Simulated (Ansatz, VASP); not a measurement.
# Two plane-wave programs on GaO3

```
CELL_PARAMETERS angstrom
3.44637 0.00000 0.00000
0.00000 3.44637 0.00000
0.00000 0.00000 3.44637
ATOMIC_POSITIONS crystal
Ga 0.00000 0.00000 0.00000
O 0.00000 0.50000 0.50000
O 0.50000 0.00000 0.50000
O 0.50000 0.50000 0.00000
```

Change from the starting cell: species swapped into the Ni3Sn type (Pm-3m, No. 221).

Alike in both runs: task relaxation of cell and atoms; functional PBE; k mesh 6 × 6 × 6; occupations gaussian, width 0.1 eV; collinear spin.

|  | VASP | Ansatz |
| --- | --- | --- |
| version | VASP 6.6.1 | Ansatz 0.2.0 |
| potentials or method | VASP PAW PBE potentials, release 64 (Ga_d, O), cutoff 600 eV | scalar-relativistic, plane waves, PAW |
| valence electrons in the cell | 31 | 31 |

|  | VASP | Ansatz | Ansatz less VASP |
| --- | --- | --- | --- |
| gap on the k mesh at the Fermi level, each at its own relaxed structure (eV) | none | none | - |
| net moment per atom (μB) | 0.76 | 0.76 | 0.000 |
| size of the moment on the site where the two differ most (μB) | 0.93 | 1.04 | +0.111 |
| relaxed volume (Å³/atom) | 9.34 | 9.35 | +0.006 |
| relaxed cell length with the largest relative difference (Å) | 3.343 | 3.344 | +0.0007 |

Site moments also hang on the region over which each program counts them. A gap of «none» marks a metal or a gap that the smearing closes.
